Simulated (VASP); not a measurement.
# PtSe2 (P-3m1) in VASP: a series of runs

Runs on PtSe2. Level: PBE+D3(BJ). Tasks: single point.

All numbers are computed with VASP 6.6.1; they aren't measurements. Logs are shortened: lines on timing, memory, paths and dates and some standing lists are left out, and cuts for length are marked.

### 1 The cell of the first run

Symmetry: P-3m1, No. 164, trigonal system. The conventional cell has a = 3.206 Å, b = 3.206 Å, c = 4.822 Å, α = 90.00°, β = 90.00°, γ = 120.00°. Within 3.0 Å of Pt (site symmetry -3m) lie 6 Se at 2.25 Å. Se (site symmetry 3m) has 3 Pt at 2.25 Å and 3 Se at 2.92 Å within 3.0 Å.

### 2 Single point, PBE+D3(BJ) (normal strain along x -0.1500, normal strain along y -0.1500)

Input file INCAR:

```
SYSTEM = PtSe2
  PREC = Accurate
  ENCUT = 520
  EDIFF = 1E-7
  ISMEAR = 0
  SIGMA = 0.15
  LREAL = .False.
  LASPH = .True.
  NELM = 100
  ALGO = Normal
  ISIF = 2
  LWAVE = .False.
  LCHARG = .False.
  GGA = PE
  IVDW = 12
  NBANDS = 18
```

Input file KPOINTS:

```
regular mesh
0
Gamma
  12 12 8
  0 0 0
```

Input file POSCAR:

```
PtSe2
1.0
    3.2057776477      0.0000000000      0.0000000000
   -1.6028888239      2.7762848818      0.0000000000
    0.0000000000      0.0000000000      4.8219239451
Pt Se
1 2
Direct
    0.0000000000      0.0000000000      0.0000000000
    0.3333333333      0.6666666667      0.2655211092
    0.6666666667      0.3333333333      0.7344788908
```

Potentials or basis: VASP PAW PBE potentials, release 64 (Pt, Se).

Command:

```
> cat potpaw_PBE.64/Pt/POTCAR potpaw_PBE.64/Se/POTCAR > POTCAR
> mpirun -np 1 vasp_std > vasp.out
```

OUTCAR:

```text
SYSTEM = PtSe2
   PREC = Accurate
   ENCUT = 520
   EDIFF = 1E-7
   ISMEAR = 0
   LREAL = .False.
   LASPH = .True.
   NELM = 100
   ISIF = 2
   GGA = PE
   IVDW = 12
 IVDW          = 12

 ion  position               nearest neighbor table
   1  0.000  0.000  0.000-   2 2.25   3 2.25   3 2.25   2 2.25   3 2.25   2 2.25
   2  0.333  0.667  0.266-   1 2.25   1 2.25   1 2.25
   3  0.667  0.333  0.734-   1 2.25   1 2.25   1 2.25

  LATTYP: Found a hexagonal cell.
 ALAT       =     3.2057776477
 C/A-ratio  =     1.5041354938

  Lattice vectors:

 A1 = (   3.2057776477,   0.0000000000,   0.0000000000)
 A2 = (  -1.6028888239,   2.7762848818,   0.0000000000)
 A3 = (   0.0000000000,   0.0000000000,   4.8219239451)

Analysis of symmetry for initial positions (statically):
=====================================================================
 Subroutine PRICEL returns:
 Original cell was already a primitive cell.

 Routine SETGRP: Setting up the symmetry group for a
 hexagonal supercell.

 Subroutine GETGRP returns: Found 12 space group operations
 (whereof 12 operations were pure point group operations)
 out of a pool of 24 trial point group operations.

The static configuration has the point symmetry D_3d.

Analysis of symmetry for dynamics (positions and initial velocities):
=====================================================================
 Subroutine PRICEL returns:
 Original cell was already a primitive cell.

 Routine SETGRP: Setting up the symmetry group for a
 hexagonal supercell.

 Subroutine GETGRP returns: Found 12 space group operations
 (whereof 12 operations were pure point group operations)
 out of a pool of 24 trial point group operations.

The dynamic configuration has the point symmetry D_3d.

 Subroutine INISYM returns: Found 12 space group operations
 (whereof 12 operations are pure point group operations),
 and found     1 'primitive' translations

----------------------------------------------------------------------------------------

                                     Primitive cell

  volume of cell :      42.9159

  direct lattice vectors                    reciprocal lattice vectors
     3.205777648  0.000000000  0.000000000     0.311936793  0.180096792  0.000000000
    -1.602888824  2.776284882  0.000000000     0.000000000  0.360193583  0.000000000
     0.000000000  0.000000000  4.821923945     0.000000000  0.000000000  0.207386100

  length of vectors
     3.205777648  3.205777648  4.821923945     0.360193583  0.360193583  0.207386100

  position of ions in fractional coordinates (direct lattice)
     0.000000000  0.000000000  0.000000000
     0.333333333  0.666666667  0.265521109
     0.666666667  0.333333333  0.734478891

  ion indices of the primitive-cell ions
   primitive index   ion index
                 1           1
                 2           2
                 3           3

----------------------------------------------------------------------------------------

 KPOINTS: regular mesh

Automatic generation of k-mesh.
 Grid dimensions read from file:
 generate k-points for:   12   12    8

 Generating k-lattice:

  Cartesian coordinates                     Fractional coordinates (reciprocal lattice)
     0.025994733  0.015008066  0.000000000     0.083333333  0.000000000  0.000000000
     0.000000000  0.030016132  0.000000000     0.000000000  0.083333333  0.000000000
     0.000000000  0.000000000  0.025923262     0.000000000  0.000000000  0.125000000

  Length of vectors
     0.030016132  0.030016132  0.025923262

  Shift w.r.t. Gamma in fractional coordinates (k-lattice)
     0.000000000  0.000000000  0.000000000

 Subroutine IBZKPT returns following result:
 ===========================================

 Found    131 irreducible k-points:

 Following reciprocal coordinates:
            Coordinates               Weight
  0.000000  0.000000  0.000000      1.000000
  0.083333 -0.000000  0.000000      6.000000
  0.166667 -0.000000  0.000000      6.000000
  0.250000  0.000000  0.000000      6.000000
  0.333333 -0.000000  0.000000      6.000000
  0.416667 -0.000000  0.000000      6.000000
[... 16 lines left out ...]
  0.166667 -0.000000  0.125000      6.000000
  0.000000  0.166667  0.125000      6.000000
 [... further k-points ...]
   k-points           NKPTS =    131   k-points in BZ     NKDIM =    131   number of bands    NBANDS=     18
   number of dos      NEDOS =    301   number of ions     NIONS =      3
   total plane-waves  NPLWV =  20736
   dimension x,y,z NGX =    24 NGY =   24 NGZ =   36
   dimension x,y,z NGXF=    48 NGYF=   48 NGZF=   72
   ions per type =               1   2
   NGX,Y,Z   is equivalent  to a cutoff of  12.45, 12.45, 12.41 a.u.
   NGXF,Y,Z  is equivalent  to a cutoff of  24.89, 24.89, 24.82 a.u.
 SYSTEM =  PtSe2
   PREC   = accura    normal or accurate (medium, high low for compatibility)
   ISTART =      0    job   : 0-new  1-cont  2-samecut
   ICHARG =      2    charge: 1-file 2-atom 10-const
   ISPIN  =      1    spin polarized calculation?
   LNONCOLLINEAR =      F non collinear calculations
   LSORBIT =      F    spin-orbit coupling
   LASPH  =      T    aspherical Exc in radial PAW
   ENCUT  =  520.0 eV  38.22 Ry    6.18 a.u.   5.96  5.96  8.97*2*pi/ulx,y,z
   NELM   =    100;   NELMIN=  2; NELMDL= -5     # of ELM steps
   EDIFF  = 0.1E-06   stopping-criterion for ELM
   LREAL  =      F    real-space projection
   EDIFFG = 0.1E-05   stopping-criterion for IOM
   NSW    =      0    number of steps for IOM
   IBRION =     -1    ionic relax: 0-MD 1-quasi-New 2-CG
   NFREE  =      0    steps in history (QN), initial steepest desc. (CG)
   ISIF   =      2    stress and relaxation
   ISYM   =      2    0-nonsym 1-usesym 2-fastsym
   POTIM  = 0.5000    time-step for ionic-motion
   TEBEG  =    0.0;   TEEND  =   0.0 temperature during run
   PSTRESS=    0.0 pullay stress
   NELECT =      22.0000    total number of electrons
   NUPDOWN=      -1.0000    fix difference up-down
   EMIN   =  10.00;   EMAX   =-10.00  energy-range for DOS
   EFERMI =   0.00;   METHOD = LEGACY
   ISMEAR =     0;   SIGMA  =   0.15  broadening in eV -4-tet -1-fermi 0-gaus
   EFERMI_NEDOS =   21; number of points for ismear=-14 and -15
   IALGO  =     38    algorithm
   IMIX   =      4    mixing-type and parameters
     AMIX     =   0.40;   BMIX     =  1.00
     AMIX_MAG =   1.60;   BMIX_MAG =  1.00
  volume/ion in A,a.u.               =      14.31        96.54
  Fermi-wavevector in a.u.,A,eV,Ry     =   1.310217  2.475951 23.356683  1.716668
  Thomas-Fermi vector in A             =   2.440762
   LORBIT       =      0    0 simple, 1 ext, 2 COOP (PROOUT), +10 PAW based schemes
   GGA     = PE    functional components
   LHFCALC =     F    Hartree Fock is set to
   AEXX    =    0.0000 exact exchange contribution
   IVDW    =    12    specifies the selected vdW correction
   LEPSILON=     F    determine dielectric tensor
   LRPA    =     F    only Hartree local field effects (RPA)
 non-spin polarized calculation
 Gauss-broadening in eV      SIGMA  =   0.15
  energy-cutoff  :      520.00
  volume of cell :       42.92
 maximum number of plane-waves:      1182
   NGX = 11   NGY = 11   NGZ = 17

 number of electron      22.0000000 magnetization

 Free energy of the ion-electron system (eV)
  ---------------------------------------------------
  ext. energy  EPLUGINS =         0.00000000
  ---------------------------------------------------
  free energy    TOTEN  =        -9.17843002 eV

  energy without entropy =       -9.16771929  energy(sigma->0) =       -9.17307465

 E-fermi :  12.2082     XC(G=0): -12.4606

 val. band max:       12.2006006883   @ k =   0.0833   0.0833   0.5000
 cond. band min:      12.2196220141   @ k =   0.0000   0.1667   0.1250
 fundamental gap:      0.0190213258
 Fermi energy:        12.2082209368

 k-point     1 :       0.0000    0.0000    0.0000
  band No.  band energies     occupation
      1      -7.1971      2.00000
      2      -2.6950      2.00000
      3       0.9938      2.00000
      4       3.0595      2.00000
      5       3.0595      2.00000
      6       5.8895      2.00000
[... 10 lines left out ...]
     17      19.6551      0.00000
     18      24.3071      0.00000

 k-point     2 :       0.0833   -0.0000    0.0000
  band No.  band energies     occupation
      1      -7.0601      2.00000
      2      -2.7533      2.00000
      3       1.1395      2.00000
      4       3.0815      2.00000
      5       3.1411      2.00000
      6       5.7569      2.00000
[... 10 lines left out ...]
     17      20.2580      0.00000
     18      23.9125      0.00000

 k-point     3 :       0.1667   -0.0000    0.0000
  band No.  band energies     occupation
      1      -6.6598      2.00000
      2      -2.9100      2.00000
      3       1.5586      2.00000
      4       3.1485      2.00000
      5       3.3520      2.00000
      6       5.3438      2.00000
[... 10 lines left out ...]
     17      21.3200      0.00000
     18      21.6057      0.00000

 k-point     4 :       0.2500    0.0000    0.0000
  band No.  band energies     occupation
      1      -6.0331      2.00000
      2      -3.1196      2.00000
      3       2.1744      2.00000
      4       3.1906      2.00000
      5       3.5783      2.00000
      6       4.6946      2.00000
[... 10 lines left out ...]
     17      21.4576      0.00000
     18      21.5127      0.00000

 k-point     5 :       0.3333   -0.0000    0.0000
  band No.  band energies     occupation
      1      -5.2596      2.00000
      2      -3.3271      2.00000
      3       2.4849      2.00000
      4       3.0084      2.00000
      5       3.6795      2.00000
      6       4.5948      2.00000
[... 10 lines left out ...]
     17      20.3275      0.00000
     18      23.2168      0.00000

 k-point     6 :       0.4167   -0.0000    0.0000
  band No.  band energies     occupation
      1      -4.5131      2.00000
      2      -3.4890      2.00000
      3       1.6229      2.00000
      4       3.4430      2.00000
      5       3.6683      2.00000
      6       5.2994      2.00000
[... 10 lines left out ...]
     17      19.5306      0.00000
     18      23.8605      0.00000

 k-point     7 :       0.5000    0.0000    0.0000
  band No.  band energies     occupation
      1      -4.1548      2.00000
      2      -3.5671      2.00000
      3       1.1861      2.00000
      4       3.6502      2.00000
      5       3.6571      2.00000
      6       5.4894      2.00000
[... 10 lines left out ...]
     17      19.4855      0.00000
     18      23.8455      0.00000

 k-point     8 :       0.0833    0.0833    0.0000
  band No.  band energies     occupation
      1      -6.7912      2.00000
      2      -2.8603      2.00000
      3       1.4224      2.00000
      4       3.1217      2.00000
      5       3.2888      2.00000
      6       5.5736      2.00000
[... 10 lines left out ...]
     17      21.2693      0.00000
     18      22.2633      0.00000
[... 229 lines left out ...]
     17      21.8256      0.00000
     18      24.4483      0.00000

 k-point    20 :       0.0000    0.0000    0.1250
  band No.  band energies     occupation
      1      -7.1121      2.00000
      2      -3.0501      2.00000
      3       1.4108      2.00000
      4       3.0669      2.00000
      5       3.0669      2.00000
      6       5.8835      2.00000
[... 10 lines left out ...]
     17      20.0287      0.00000
     18      23.2500      0.00000

 k-point    21 :       0.0833   -0.0000    0.1250
  band No.  band energies     occupation
      1      -6.9749      2.00000
      2      -3.0807      2.00000
      3       1.5066      2.00000
      4       3.0831      2.00000
      5       3.1631      2.00000
      6       5.7586      2.00000
[... 10 lines left out ...]
     17      20.5384      0.00000
     18      22.9266      0.00000

 k-point    22 :       0.0000    0.0833    0.1250
  band No.  band energies     occupation
      1      -6.9764      2.00000
      2      -3.0716      2.00000
      3       1.4825      2.00000
      4       3.1261      2.00000
      5       3.1322      2.00000
      6       5.7303      2.00000
[... 10 lines left out ...]
     17      20.6555      0.00000
     18      22.5871      0.00000

 k-point    23 :       0.1667   -0.0000    0.1250
  band No.  band energies     occupation
      1      -6.5709      2.00000
      2      -3.1874      2.00000
      3       1.8394      2.00000
      4       3.1424      2.00000
      5       3.3882      2.00000
      6       5.3722      2.00000
[... 10 lines left out ...]
     17      20.8146      0.00000
     18      22.3096      0.00000

 k-point    24 :       0.0000    0.1667    0.1250
  band No.  band energies     occupation
      1      -6.5843      2.00000
      2      -3.1218      2.00000
      3       1.6575      2.00000
      4       3.3129      2.00000
      5       3.3210      2.00000
      6       5.2394      2.00000
[... 10 lines left out ...]
     17      21.9417      0.00000
     18      22.5850      0.00000

 [... further k-points ...]

------------------------ aborting loop because EDIFF is reached ----------------------------------------

 Edisp (eV)   -2.03711

 E8    (eV) :    -0.8706

  FORCE on cell =-STRESS in cart. coord.  units (eV):
  Direction    XX          YY          ZZ          XY          YZ          ZX
  --------------------------------------------------------------------------------------
  -------------------------------------------------------------------------------------
  Total      31.09044    31.09044    21.73064    -0.00000     0.00000     0.00000
  in kB    1160.69910  1160.69910   811.26966    -0.00000     0.00000     0.00000
  external pressure =     1044.22 kB  Pullay stress =        0.00 kB

 VOLUME and BASIS-vectors are now :
 -----------------------------------------------------------------------------
  energy-cutoff  :      520.00
  volume of cell :       42.92
      direct lattice vectors                 reciprocal lattice vectors
     3.205777648  0.000000000  0.000000000     0.311936793  0.180096792  0.000000000
    -1.602888824  2.776284882  0.000000000     0.000000000  0.360193583  0.000000000
     0.000000000  0.000000000  4.821923945     0.000000000  0.000000000  0.207386100

 POSITION                                       TOTAL-FORCE (eV/Angst)
 -----------------------------------------------------------------------------------
      0.00000      0.00000      0.00000        -0.000000      0.000000      0.000000
     -0.00000      1.85086      1.28032        -0.000000      0.000000      6.681833
      1.60289      0.92543      3.54160         0.000000      0.000000     -6.681833
 -----------------------------------------------------------------------------------
    total drift:                               -0.000000      0.000000      0.000000

  FREE ENERGIE OF THE ION-ELECTRON SYSTEM (eV)
  ---------------------------------------------------
  free  energy   TOTEN  =       -11.2155420882 eV

  energy  without entropy=      -11.2048313628  energy(sigma->0) =      -11.21018673
```

Run time: 53 s. Hardware: 1 thread of Intel Xeon Platinum 8488C (Sapphire Rapids), shared host; peak memory 0.24 GiB.

What came out:

* Free energy: -11.2155 eV
* Pressure: 104.4 GPa
* Largest force: 6.682 eV/Å
* Band gap on the k mesh: zero (band 11 reaches 12.50 eV, above the bottom of band 12 at 12.04 eV)
* Dispersion energy per atom: -0.679 eV

Forces on the atoms (eV/Å):
```
Pt   0.000  0.000  0.000
Se   0.000  0.000  6.682
Se   0.000  0.000 -6.682
```

Levels at points of the mesh, in eV from the Fermi level:
```tsv
k point	band 7	band 8	band 9	band 10	band 11	band 12	band 13	band 14	band 15	band 16
(0.00, 0.00, 0.00)	-6.32	-4.65	-0.95	-0.95	0.23	1.97	1.97	3.43	7.44	7.45
(0.50, 0.00, 0.00)	-6.14	-4.95	-4.73	-4.53	-3.62	0.46	3.53	5.33	5.80	7.04
(0.00, 0.00, 0.50)	-6.36	-5.21	-1.66	-1.66	-1.34	3.56	3.56	4.34	7.38	7.51
(0.50, 0.00, 0.50)	-5.84	-4.95	-4.19	-3.36	-2.24	0.89	3.16	3.44	5.00	5.26
```

Caveat: the cell differs from its parent crystal (normal strain along x -0.1500, normal strain along y -0.1500); spin-orbit coupling is left out, which moves the levels of the heavy elements; pairwise dispersion overbinds metals, which lowers pressure and volume; forces of over 1 eV/Å act on the atoms, so gaps and moduli don't describe the material at rest.

### 3 Single point, PBE+D3(BJ) (normal strain along x +0.0750, normal strain along y +0.0750)

Input file INCAR:

```
PREC = Accurate
ENCUT = 520
EDIFF = 1E-7
ISMEAR = 0
SIGMA = 0.15
LREAL = F
LASPH = T
NELM = 100
ALGO = Normal
ISIF = 2
LWAVE = F
LCHARG = F
GGA = PE
IVDW = 12
NBANDS = 18
```

Input file KPOINTS:

```
regular mesh
0
Gamma
  12 12 8
```

Input file POSCAR:

```
PtSe2
1.0
    4.0543658486      0.0000000000      0.0000000000
   -2.0271829243      3.5111838211      0.0000000000
    0.0000000000      0.0000000000      4.8219239451
Pt Se
1 2
Direct
    0.0000000000      0.0000000000      0.0000000000
    0.3333333333      0.6666666667      0.2655211092
    0.6666666667      0.3333333333      0.7344788908
```

Potentials or basis: VASP PAW PBE potentials, release 64 (Pt, Se).

Command:

```
> cat potpaw_PBE.64/Pt/POTCAR potpaw_PBE.64/Se/POTCAR > POTCAR
> mpirun -np 1 vasp_std > vasp.out
```

It took 1.8 min on 1 thread of Intel Xeon Platinum 8488C (Sapphire Rapids), shared host; peak memory 0.3 GiB.

Results (log left out):

```yaml
Free_energy: -15.1090 eV
Pressure: -14.0 GPa
Largest_force: 0.959 eV/Å
Band_gap_on_the_k_mesh: zero (band 11 reaches 5.47 eV, above the bottom of band 12 at 4.68 eV)
Dispersion_energy_per_atom: -0.423 eV
```

Forces on the atoms (eV/Å):
```
Pt   0.000  0.000  0.000
Se   0.000  0.000 -0.959
Se   0.000  0.000  0.959
```

Stress tensor (GPa, compression positive):
```
-16.77   0.00   0.00
  0.00 -16.77   0.00
  0.00   0.00  -8.47
```

Levels at points of the mesh, in eV from the Fermi level:
```
           k point  band 8  band 9  band 10  band 11  band 12  band 13  band 14  band 15
(0.00, 0.00, 0.00)   -1.79   -0.83    -0.83     0.78     0.87     0.87     3.05     3.78
(0.50, 0.00, 0.00)   -2.64   -2.59    -2.56    -2.37     0.45     2.16     4.55     6.37
(0.00, 0.00, 0.50)   -2.20   -1.56    -1.51    -1.51     1.94     1.94     5.10     5.31
(0.50, 0.00, 0.50)   -2.50   -2.35    -2.12    -0.66     0.59     0.99     4.58     5.38
```

Caveat: the cell differs from its parent crystal (normal strain along x +0.0750, normal strain along y +0.0750); spin-orbit coupling is left out, which moves the levels of the heavy elements; pairwise dispersion overbinds metals, which lowers pressure and volume.

(Continued in part 2 of 2.)
